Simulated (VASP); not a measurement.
Input of a VASP 6.6.1 run:

The input POSCAR:

```
Fe
1.0
   -1.4640000000      1.4640000000      1.4640000000
    1.4640000000     -1.4640000000      1.4640000000
    1.4640000000      1.4640000000     -1.4640000000
Fe
1
Direct
    0.0000000000      0.0000000000      0.0000000000
```

The input INCAR.step1:

```
ALGO = Normal
EDIFF = 1E-4
ENCUT = 520
GGA = PE
ISMEAR = -1
ISPIN = 2
LASPH = True
LCHARG = False
LMAXMIX = 4
LREAL = False
LWAVE = True
MAGMOM = 0.4
NBANDS = 14
NELM = 150
PREC = Accurate
SIGMA = 0.1
```

Contents of INCAR.step2:

```
ALGO = Normal
EDIFF = 1E-6
ENCUT = 520
ISIF = 2
ISMEAR = -1
ISPIN = 2
ISTART = 1
LASPH = True
LCHARG = True
LELF = True
LMAXMIX = 4
LMIXTAU = True
LORBIT = 11
LREAL = False
LVHAR = True
LWAVE = False
MAGMOM = 0.4
METAGGA = R2SCAN
NBANDS = 14
NELM = 150
PREC = Accurate
SIGMA = 0.1
```

KPOINTS

```
k-points
0
Gamma
  14 14 14
```

Potentials or basis: VASP PAW PBE potentials, release 64 (Fe).

Run with:

```sh
$ cat potpaw_PBE.64/Fe/POTCAR > POTCAR
$ cp INCAR.step1 INCAR
$ mpirun -np 1 vasp_std > vasp.out
$ cp INCAR.step2 INCAR
$ mpirun -np 1 vasp_std > vasp.out
```

Q: Predict the site moments.

A: Fe +2.83 μB.

Q: Predict the net moment.

A: 2.74 μB per cell.

Q: Estimate the pressure.

A: -9.3 GPa.

Caveat: the PAW data sets were made with another functional, which shifts forces and pressure a little.
